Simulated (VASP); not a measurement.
# VMo2S4 (C2/m) in VASP: single point with LDA+U

Aim: the single point of VMo2S4 with LDA+U.

Everything below comes from runs of VASP 6.6.1. Logs are shortened: lines on timing, memory, paths and dates and some standing lists are left out, and cuts for length are marked.

### Step 1. The cell of the first run

The structure is monoclinic, space group C2/m (No. 12). The conventional cell has a = 12.827 Å, b = 3.236 Å, c = 5.949 Å, α = 90.00°, β = 114.68°, γ = 90.00°. V (site symmetry 2/m) has 6 S at 2.40 to 2.44 Å and 2 Mo at 3.02 Å and 2 V at 3.24 Å within 3.3 Å. Mo (site symmetry m) has 6 S at 2.38 to 2.62 Å and 2 Mo at 2.84 Å and 1 V at 3.02 Å within 3.1 Å. Within 3.7 Å of S (site symmetry m) lie 2 V at 2.40 Å and 3 Mo at 2.55 to 2.62 Å and 12 S at 3.24 to 3.67 Å. Within 3.1 Å of S (site symmetry m) lie 3 Mo at 2.38 to 2.39 Å and 1 V at 2.44 Å and 1 S at 3.03 Å.

### Step 2. Single point, LDA+U

Input file INCAR:

```
SYSTEM = VMo2S4
ALGO = Normal
EDIFF = 1E-6
ENCUT = 520
ISIF = 2
ISMEAR = 0
LASPH = .TRUE.
LCHARG = .FALSE.
LDAU = .TRUE.
LDAUJ = 0 0 0
LDAUL = 2 2 -1
LDAUPRINT = 1
LDAUTYPE = 2
LDAUU = 8 8 0
LMAXMIX = 4
LREAL = .FALSE.
LWAVE = .FALSE.
NBANDS = 42
NELM = 150
PREC = Accurate
SIGMA = 0.05
```

Input file KPOINTS:

```
k-points
0
G
  6 6 4
  0 0 0
```

Input file POSCAR:

```
VMo2S4
1.0
    6.4134742100     -1.6179999600      0.0000000000
    6.4134742100      1.6179999600      0.0000000000
   -2.4843052300      0.0000000000      5.4054441900
V Mo S
1 2 4
Direct
    0.0000000000      0.0000000000      0.0000000000
    0.7439000000      0.7439000000      0.6904000000
    0.2561000000      0.2561000000      0.3096000000
    0.6325000000      0.6325000000      0.9726000000
    0.3675000000      0.3675000000      0.0274000000
    0.1062000000      0.1062000000      0.4493000000
    0.8938000000      0.8938000000      0.5507000000
```

Potentials or basis: VASP PAW LDA potentials, release 64 (V_sv, Mo_sv, S).

Command:

```
$ cat potpaw_LDA.64/V_sv/POTCAR potpaw_LDA.64/Mo_sv/POTCAR potpaw_LDA.64/S/POTCAR > POTCAR
$ mpirun -np 1 vasp_std > vasp.out
```

OUTCAR:

```text
SYSTEM = VMo2S4
   EDIFF = 1E-6
   ENCUT = 520
   ISIF = 2
   ISMEAR = 0
   LASPH = .TRUE.
   LREAL = .FALSE.
   NELM = 150
   PREC = Accurate

 ion  position               nearest neighbor table
   1  0.000  0.000  0.000-   4 2.40   4 2.40   5 2.40   5 2.40   6 2.44   7 2.44   2 3.02   3 3.02

   2  0.744  0.744  0.690-   6 2.38   6 2.38   7 2.39   5 2.55   5 2.55   4 2.62   3 2.84   3 2.84
                             1 3.02
   3  0.256  0.256  0.310-   7 2.38   7 2.38   6 2.39   4 2.55   4 2.55   5 2.62   2 2.84   2 2.84
                             1 3.02
   4  0.633  0.633  0.973-   1 2.40   1 2.40   3 2.55   3 2.55   2 2.62
   5  0.367  0.367  0.027-   1 2.40   1 2.40   2 2.55   2 2.55   3 2.62
   6  0.106  0.106  0.449-   2 2.38   2 2.38   3 2.39   1 2.44
   7  0.894  0.894  0.551-   3 2.38   3 2.38   2 2.39   1 2.44

  LATTYP: Found a base centered monoclinic cell.
 ALAT       =    12.8269484200
 B/A-ratio  =     0.2522813544
 C/A-ratio  =     0.4637891779
 COS(beta)  =    -0.4176004853

  Lattice vectors:

 A1 = (   6.4134742100,  -1.6179999600,   0.0000000000)
 A2 = (   6.4134742100,   1.6179999600,   0.0000000000)
 A3 = (  -2.4843052300,   0.0000000000,   5.4054441900)

Analysis of symmetry for initial positions (statically):
=====================================================================
 Subroutine PRICEL returns:
 Original cell was already a primitive cell.

 Routine SETGRP: Setting up the symmetry group for a
 base centered monoclinic supercell.

 Subroutine GETGRP returns: Found  4 space group operations
 (whereof  4 operations were pure point group operations)
 out of a pool of  4 trial point group operations.

The static configuration has the point symmetry C_2h.

Analysis of symmetry for dynamics (positions and initial velocities):
=====================================================================
 Subroutine PRICEL returns:
 Original cell was already a primitive cell.

 Routine SETGRP: Setting up the symmetry group for a
 base centered monoclinic supercell.

 Subroutine GETGRP returns: Found  4 space group operations
 (whereof  4 operations were pure point group operations)
 out of a pool of  4 trial point group operations.

The dynamic configuration has the point symmetry C_2h.

 Subroutine INISYM returns: Found  4 space group operations
 (whereof  4 operations are pure point group operations),
 and found     1 'primitive' translations

----------------------------------------------------------------------------------------

                                     Primitive cell

  volume of cell :     112.1846

  direct lattice vectors                    reciprocal lattice vectors
     6.413474210 -1.617999960  0.000000000     0.077960865 -0.309023493  0.035830281
     6.413474210  1.617999960  0.000000000     0.077960865  0.309023493  0.035830281
    -2.484305230  0.000000000  5.405444190     0.000000000  0.000000000  0.184998673

  length of vectors
     6.614421767  6.614421767  5.948999863     0.320713618  0.320713618  0.184998673

  position of ions in fractional coordinates (direct lattice)
     0.000000000  0.000000000  0.000000000
     0.743900000  0.743900000  0.690400000
     0.256100000  0.256100000  0.309600000
     0.632500000  0.632500000  0.972600000
     0.367500000  0.367500000  0.027400000
     0.106200000  0.106200000  0.449300000
     0.893800000  0.893800000  0.550700000

  ion indices of the primitive-cell ions
   primitive index   ion index
[... 59 lines left out ...]
 -0.166667  0.166667  0.250000      4.000000
 [... further k-points ...]
   k-points           NKPTS =     47   k-points in BZ     NKDIM =     47   number of bands    NBANDS=     42
   number of dos      NEDOS =    301   number of ions     NIONS =      7
   total plane-waves  NPLWV = 120000
   dimension x,y,z NGX =    50 NGY =   50 NGZ =   48
   dimension x,y,z NGXF=   100 NGYF=  100 NGZF=   96
   ions per type =               1   2   4
   NGX,Y,Z   is equivalent  to a cutoff of  12.57, 12.57, 13.41 a.u.
   NGXF,Y,Z  is equivalent  to a cutoff of  25.13, 25.13, 26.83 a.u.
 SYSTEM =  VMo2S4
   PREC   = accura    normal or accurate (medium, high low for compatibility)
   ISTART =      0    job   : 0-new  1-cont  2-samecut
   ICHARG =      2    charge: 1-file 2-atom 10-const
   ISPIN  =      1    spin polarized calculation?
   LNONCOLLINEAR =      F non collinear calculations
   LSORBIT =      F    spin-orbit coupling
   LASPH  =      T    aspherical Exc in radial PAW
   ENCUT  =  520.0 eV  38.22 Ry    6.18 a.u.  12.30 12.30 11.06*2*pi/ulx,y,z
   NELM   =    150;   NELMIN=  2; NELMDL= -5     # of ELM steps
   EDIFF  = 0.1E-05   stopping-criterion for ELM
   LREAL  =      F    real-space projection
   EDIFFG = 0.1E-04   stopping-criterion for IOM
   NSW    =      0    number of steps for IOM
   IBRION =     -1    ionic relax: 0-MD 1-quasi-New 2-CG
   NFREE  =      0    steps in history (QN), initial steepest desc. (CG)
   ISIF   =      2    stress and relaxation
   ISYM   =      2    0-nonsym 1-usesym 2-fastsym
   POTIM  = 0.5000    time-step for ionic-motion
   TEBEG  =    0.0;   TEEND  =   0.0 temperature during run
   PSTRESS=    0.0 pullay stress
   NELECT =      65.0000    total number of electrons
   NUPDOWN=      -1.0000    fix difference up-down
   EMIN   =  10.00;   EMAX   =-10.00  energy-range for DOS
   EFERMI =   0.00;   METHOD = LEGACY
   ISMEAR =     0;   SIGMA  =   0.05  broadening in eV -4-tet -1-fermi 0-gaus
   EFERMI_NEDOS =   21; number of points for ismear=-14 and -15
   IALGO  =     38    algorithm
   IMIX   =      4    mixing-type and parameters
     AMIX     =   0.40;   BMIX     =  1.00
     AMIX_MAG =   1.60;   BMIX_MAG =  1.00
  volume/ion in A,a.u.               =      16.03       108.15
  Fermi-wavevector in a.u.,A,eV,Ry     =   1.364797  2.579093 25.343192  1.862672
  Thomas-Fermi vector in A             =   2.491082
   LORBIT       =      0    0 simple, 1 ext, 2 COOP (PROOUT), +10 PAW based schemes
 LDA+U is selected, type is set to LDAUTYPE =  2
   angular momentum for each species LDAUL =     2    2   -1
   U (eV)           for each species LDAUU =   8.0  8.0  0.0
   J (eV)           for each species LDAUJ =   0.0  0.0  0.0
   GGA     = CA    functional components
   LHFCALC =     F    Hartree Fock is set to
   AEXX    =    0.0000 exact exchange contribution
   IVDW    =     0    specifies the selected vdW correction
   LEPSILON=     F    determine dielectric tensor
   LRPA    =     F    only Hartree local field effects (RPA)
 non-spin polarized calculation
 Gauss-broadening in eV      SIGMA  =   0.05
  energy-cutoff  :      520.00
  volume of cell :      112.18
 maximum number of plane-waves:      3042
 NGX is ok and might be reduce to    50
   NGX = 25   NGY = 25   NGZ = 23

atom =   1  type =  1  l = 2

 onsite density matrix

spin component  1
[... 83 lines left out ...]
  o =  0.2272  v =  0.0000  0.0000 -0.0257 -0.7157  0.6979  0.0000  0.0000  0.0000  0.0000  0.0000      0.0000  0.0000  0.0000  0.0000  0.0000  0.0000  0.0000  0.0000  0.0000  0.0000
  o =  0.2272  v =  0.0000  0.0000  0.0000  0.0000  0.0000  0.0000  0.0000 -0.0257 -0.7157  0.6979      0.0000  0.0000  0.0000  0.0000  0.0000  0.0000  0.0000  0.0000  0.0000  0.0000
  o =  0.2551  v =  0.0000  0.0000  0.0000  0.0000  0.0000  0.4032  0.9151  0.0000  0.0000 -0.0000      0.0000  0.0000  0.0000  0.0000  0.0000  0.0000  0.0000  0.0000  0.0000  0.0000
  o =  0.2551  v =  0.4032  0.9151  0.0000  0.0000 -0.0000  0.0000  0.0000  0.0000  0.0000  0.0000      0.0000  0.0000  0.0000  0.0000  0.0000  0.0000  0.0000  0.0000  0.0000  0.0000
  o =  0.3521  v =  0.0000  0.0000  0.0000  0.0000  0.0000  0.0000 -0.0000 -0.0199  0.6984  0.7154      0.0000  0.0000  0.0000  0.0000  0.0000  0.0000  0.0000  0.0000  0.0000  0.0000
  o =  0.3521  v =  0.0000 -0.0000 -0.0199  0.6984  0.7154  0.0000  0.0000  0.0000  0.0000  0.0000      0.0000  0.0000  0.0000  0.0000  0.0000  0.0000  0.0000  0.0000  0.0000  0.0000
  o =  0.4696  v = -0.9151  0.4032  0.0000  0.0000 -0.0000  0.0000  0.0000  0.0000  0.0000  0.0000      0.0000  0.0000  0.0000  0.0000  0.0000  0.0000  0.0000  0.0000  0.0000  0.0000
  o =  0.4696  v =  0.0000  0.0000  0.0000  0.0000  0.0000 -0.9151  0.4032  0.0000  0.0000 -0.0000      0.0000  0.0000  0.0000  0.0000  0.0000  0.0000  0.0000  0.0000  0.0000  0.0000
  o =  0.6669  v =  0.0000 -0.0000  0.9995 -0.0045  0.0321  0.0000  0.0000  0.0000  0.0000  0.0000      0.0000  0.0000  0.0000  0.0000  0.0000  0.0000  0.0000  0.0000  0.0000  0.0000
  o =  0.6669  v =  0.0000  0.0000  0.0000  0.0000  0.0000  0.0000 -0.0000  0.9995 -0.0045  0.0321      0.0000  0.0000  0.0000  0.0000  0.0000  0.0000  0.0000  0.0000  0.0000  0.0000

 number of electron      64.9999993 magnetization

 Free energy of the ion-electron system (eV)
  ---------------------------------------------------
  ext. energy  EPLUGINS =         0.00000000
  ---------------------------------------------------
  free energy    TOTEN  =       -33.40358958 eV

  energy without entropy =      -33.40129408  energy(sigma->0) =      -33.40244183

 E-fermi :   9.3564     XC(G=0): -11.8010

 val. band max:        9.3494787557   @ k =  -0.1667   0.1667   0.0000
 cond. band min:       9.3574000096   @ k =  -0.3333   0.3333   0.5000
 fundamental gap:      0.0079212540
 Fermi energy:         9.3564057074

 k-point     1 :       0.0000    0.0000    0.0000
  band No.  band energies     occupation
      1     -55.5255      2.00000
      2     -52.2599      2.00000
      3     -52.1837      2.00000
      4     -30.7001      2.00000
      5     -29.6144      2.00000
      6     -29.0257      2.00000
[... 1069 lines left out ...]
     41      13.0893      0.00000
     42      13.3274      0.00000

 [... further k-points ...]

------------------------ aborting loop because EDIFF is reached ----------------------------------------

  FORCE on cell =-STRESS in cart. coord.  units (eV):
  Direction    XX          YY          ZZ          XY          YZ          ZX
  --------------------------------------------------------------------------------------
  -------------------------------------------------------------------------------------
  Total        4.3882920      5.6045401      2.1866527      0.0000000      0.0000000      1.8744172
  in kB       62.6718991     80.0418868     31.2289335      0.0000000      0.0000000     26.7697065
  external PRESSURE =      57.9809065 kB  Pullay stress =       0.0000000 kB

 VOLUME and BASIS-vectors are now :
 -----------------------------------------------------------------------------
  energy-cutoff  :      520.00
  volume of cell :      112.18
      direct lattice vectors                 reciprocal lattice vectors
     6.413474210 -1.617999960  0.000000000     0.077960865 -0.309023493  0.035830281
     6.413474210  1.617999960  0.000000000     0.077960865  0.309023493  0.035830281
    -2.484305230  0.000000000  5.405444190     0.000000000  0.000000000  0.184998673

 POSITION                                       TOTAL-FORCE (eV/Angst)
 -----------------------------------------------------------------------------------
      0.00000      0.00000      0.00000        -0.000000      0.000000      0.000000
      7.82680      0.00000      3.73192        -0.378552      0.000000      0.238614
      2.51584      0.00000      1.67353         0.378552      0.000000     -0.238614
      5.69681      0.00000      5.25734         0.790189      0.000000     -0.116870
      4.64583      0.00000      0.14811        -0.790189      0.000000      0.116870
      0.24602      0.00000      2.42867        -0.591489      0.000000     -0.480867
     10.09662      0.00000      2.97678         0.591489      0.000000      0.480867
 -----------------------------------------------------------------------------------
    total drift:                               -0.000000     -0.000000      0.000000

  FREE ENERGIE OF THE ION-ELECTRON SYSTEM (eV)
  ---------------------------------------------------
  free  energy   TOTEN  =       -33.4035895772 eV

  energy  without entropy=      -33.4012940849  energy(sigma->0) =      -33.40244183
```

Run time: 29 min. Hardware: 1 thread of AMD EPYC 7R43 (Zen 3), shared host; peak memory 0.41 GiB.

Results:

```yaml
Free_energy: -33.4036 eV
Pressure: 5.8 GPa
Largest_force: 0.799 eV/Å
Band_gap_on_the_k_mesh: zero (an odd number of electrons rules out a gap without spin polarisation)
```

Forces in eV/Å, atoms in the order of the input:
```
V    0.000  0.000  0.000
Mo  -0.379  0.000  0.239
Mo   0.379  0.000 -0.239
S    0.790  0.000 -0.117
S   -0.790  0.000  0.117
S   -0.591  0.000 -0.481
S    0.591  0.000  0.481
```

Eigenvalues of the final occupation matrices:
```csv
site,spin,trace,eigenvalues
site 1 d,1,1.50,0.04 0.11 0.18 0.31 0.86
site 1 d,2,1.50,0.04 0.11 0.18 0.31 0.86
site 2 d,1,1.97,0.23 0.26 0.35 0.47 0.67
site 2 d,2,1.97,0.23 0.26 0.35 0.47 0.67
site 3 d,1,1.97,0.23 0.26 0.35 0.47 0.67
site 3 d,2,1.97,0.23 0.26 0.35 0.47 0.67
```

Caveat: the cell stands under pressure; the run has no spin polarisation, though such a crystal can be magnetic; U without spin polarisation on a metal has little footing.
